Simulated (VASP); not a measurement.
Runs of VASP 6.6.1 on TiO2. The structure is that of space group Fm-3m (No. 225), or close to it. The cells are those of the table. 

| level | potentials or basis | cell | cutoff (eV) | smearing | second run | gap on the mesh (eV) | pressure (GPa) |
| --- | --- | --- | --- | --- | --- | --- | --- |
| PBE | VASP PAW PBE potentials, release 64 (Ti_sv, O) | a = 3.390, b = 3.390, c = 3.415 Å, angles 59.8, 59.8, 59.5°, 3 atoms | 520 | fermi-dirac 0.02 eV | - | 1.13 | 6.8 |
| PBE | VASP PAW PBE potentials, release 64 (Ti_sv, O) | a = 3.424 Å, angles 60.0°, 3 atoms | 520 | fermi-dirac 0.02 eV | - | 1.10 | -1.0 |
| r2SCAN | VASP PAW PBE potentials, release 64 (Ti_sv, O) | a = 3.390 Å, angles 60.0°, 3 atoms | 520 | gaussian 0.01 eV | - | 1.55 | (a) |
| PBE | VASP PAW PBE potentials, release 64 (Ti_sv, O) | a = 3.390, b = 3.339, c = 3.339 Å, angles 61.0, 59.5, 59.5°, 3 atoms | 520 | fermi-dirac 0.02 eV | - | 0.82 | 15.8 |
| r2SCAN | VASP PAW PBE potentials, release 64 (Ti_sv, O_h) | a = 3.424 Å, angles 60.0°, 3 atoms | 910 | gaussian 0.01 eV | hard_potentials | 1.51 | (b) |

Alike in all rows: task single point; no spin polarisation; k mesh 10 × 10 × 10.

Question: Estimate the missing entries.

Answer: (a) 1.5; (b) -6.8.

Caveats: the PAW data sets were made with another functional, which shifts forces and pressure a little (some runs); the cutoff is under 1.25 times the usual one of these potentials, so pressure, stress and relaxed cells hold a basis-set (Pulay) error (some runs).

A k mesh can miss the band edges.
